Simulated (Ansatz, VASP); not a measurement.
**TaTl in VASP and in Ansatz**

```
Ta Tl
1.0
     0.00000    3.15253    3.15253
     3.15253    0.00000    3.15253
     3.15253    3.15253    0.00000
Ta Tl
1 1
Direct
  0.00000 0.00000 0.00000
  0.25000 0.25000 0.25000
```

Alike in both runs: functional PBE; k mesh 16 × 16 × 16; occupations gaussian, width 0.1 eV; no spin polarisation.

Ansatz relaxed the structure, and its values are those at the end. VASP's run is a single point on that final structure, the one shown.

|  | VASP | Ansatz |
| --- | --- | --- |
| version | VASP 6.6.1 | Ansatz 0.2.0 |
| potentials or method | VASP PAW PBE potentials, release 64 (Ta_pv, Tl_d), cutoff 520 eV | scalar-relativistic, plane waves, PAW |
| valence electrons in the cell | 24 | 26 |

```tsv
	VASP	Ansatz	Ansatz less VASP
gap on the k mesh at the Fermi level (eV)	none	none	-
pressure (GPa)	0.0	0.0	+0.05
```

A gap of «none» marks a metal or a gap that the smearing closes. VASP's potentials hold 24 valence electrons a cell and Ansatz's 26, so a difference there can come from the potentials and not from the codes.

Spin-orbit coupling is off throughout.
